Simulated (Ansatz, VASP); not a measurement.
Two plane-wave programs on KBr

```xyz
2
Lattice="0.0000 3.1439 3.1439 3.1439 0.0000 3.1439 3.1439 3.1439 0.0000" Properties=species:S:1:pos:R:3 pbc="T T T"
K     0.0000    0.0000    0.0000
Br    3.1439    3.1439    3.1439
```

Change from the starting cell: strain -0.040 along x and y, -0.040 along z, atoms carried along.

Alike in both runs: task single point; functional PBEsol; k mesh 6 × 6 × 6; occupations gaussian, width 0.05 eV; no spin polarisation.

|  | VASP | Ansatz |
| --- | --- | --- |
| version | VASP 6.6.1 | Ansatz 0.2.0 |
| potentials or method | VASP PAW PBE potentials, release 64 (K_sv, Br), cutoff 520 eV | scalar-relativistic, plane waves, PAW |
| valence electrons in the cell | 16 | 16 |

```csv
,VASP,Ansatz,Ansatz less VASP
gap on the k mesh at the Fermi level (eV),4.67,4.67,+0.004
least direct gap on the mesh (eV),4.67,4.67,+0.004
pressure (GPa),2.7,2.6,-0.10
```

VASP's potentials were made for PBE, not for PBEsol.
